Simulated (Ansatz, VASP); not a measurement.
## Mo in VASP and in Ansatz

Contents of INCAR:

```
SYSTEM = Mo
ALGO     = Normal         ! electronic algorithm
EDIFF    = 1E-7           ! SCF threshold, eV
ENCUT    = 520            ! plane-wave cutoff, eV
GGA      = CA             ! functional
ISIF     = 2              ! what is computed and relaxed
ISMEAR   = -1             ! smearing method
LASPH    = .TRUE.         ! aspherical terms in the spheres
LCHARG   = .FALSE.        ! write CHGCAR
LREAL    = .FALSE.        ! projectors in reciprocal space
LWAVE    = .FALSE.        ! write WAVECAR
NBANDS   = 13             ! bands
NELM     = 60             ! most SCF steps
PREC     = Accurate       ! precision mode
SIGMA    = 0.05           ! smearing width, eV
```

The input KPOINTS:

```
k-points
0
G
  12 12 12
  0 0 0
```

POSCAR

```
Mo
1.0
   -1.6148719360      1.6148719360      1.6148719360
    1.6148719360     -1.6148719360      1.6148719360
    1.6148719360      1.6148719360     -1.6148719360
Mo
1
Direct
    0.0000000000      0.0000000000      0.0000000000
```

File input.yaml:

```yaml
crystal:
  lattice:
    - [-1.614871936, 1.614871936, 1.614871936]
    - [1.614871936, -1.614871936, 1.614871936]
    - [1.614871936, 1.614871936, -1.614871936]
  atoms:
    - { symbol: Mo, position: [0.0, 0.0, 0.0] }
kpoints:
  mp_grid: { grid: [12, 12, 12] }
scf:
  occupations: { method: fermi_dirac, width: 0.05 }
hamiltonian:
  xc: lda
  pseudopotentials: { kind: all_electron, lapw: { basis_error: 0.001 } }
output:
  forces: true
  stress: true
  eigenvalues: true
```

Change from the starting cell: volume scaled by 1.06.

Alike in both runs: task single point; functional LDA; k mesh 12 × 12 × 12; occupations fermi-dirac, width 0.05 eV; no spin polarisation.

|  | VASP | Ansatz |
| --- | --- | --- |
| version | VASP 6.6.1 | Ansatz 0.2.0 |
| potentials or method | VASP PAW LDA potentials, release 64 (Mo_sv), cutoff 520 eV | all-electron LAPW, scalar-relativistic |

Ansatz gave:

* gap on the k mesh at the Fermi level (eV): none
* pressure (GPa): -26.0

**Question.** What did VASP give for the same quantities?

**Answer.** gap on the k mesh at the Fermi level (eV): none; pressure (GPa): -25.2.

LDA's correlation is that of Perdew and Zunger in VASP and of Perdew and Wang (1992) in Ansatz. A gap of «none» marks a metal or a gap that the smearing closes. Ansatz ran all-electron here, and VASP with PAW potentials.
